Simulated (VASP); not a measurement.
Input of a VASP 6.6.1 run:

INCAR

```
PREC = Accurate
ENCUT = 600
EDIFF = 1E-7
ISMEAR = 0
SIGMA = 0.1
LREAL = False
LASPH = True
NELM = 100
ALGO = Normal
ISIF = 3
LWAVE = False
LCHARG = False
GGA = PE
IBRION = 2
NSW = 100
EDIFFG = -0.01
```

The input KPOINTS:

```
Automatic mesh
0
Gamma
  8 8 8
```

File POSCAR:

```
ScSiS3
1.0
    4.8845378659      0.0000000000      0.0000000000
    0.0000000000      4.8845378659      0.0000000000
    0.0000000000      0.0000000000      4.8845378659
Sc Si S
1 1 3
Direct
    0.0000000000      0.0000000000      0.0000000000
    0.5000000000      0.5000000000      0.5000000000
    0.5000000000      0.0000000000      0.0000000000
    0.0000000000      0.5000000000      0.0000000000
    0.0000000000      0.0000000000      0.5000000000
```

Potentials or basis: VASP PAW PBE potentials, release 64 (Sc_sv, Si, S).

Run with:

```console
$ cat potpaw_PBE.64/Sc_sv/POTCAR potpaw_PBE.64/Si/POTCAR potpaw_PBE.64/S/POTCAR > POTCAR
$ mpirun -np 1 vasp_std > vasp.out
```

Question: What does it give for the space group after relaxing (to 0.05 Å)?

Answer: Pm-3m (No. 221).

Question: Predict the relaxed volume.

Answer: 23.36 Å³/atom.

Question: Estimate the relaxed cell.

Answer: a = 4.888 Å, b = 4.888 Å, c = 4.888 Å, α = 90.00°, β = 90.00°, γ = 90.00°.

Final structure:
```
CELL_PARAMETERS angstrom
4.88815 0.00000 0.00000
0.00000 4.88815 0.00000
0.00000 0.00000 4.88815
ATOMIC_POSITIONS crystal
Sc 0.00000 0.00000 0.00000
Si 0.50000 0.50000 0.50000
S 0.50000 0.00000 0.00000
S 0.00000 0.50000 0.00000
S 0.00000 0.00000 0.50000
```
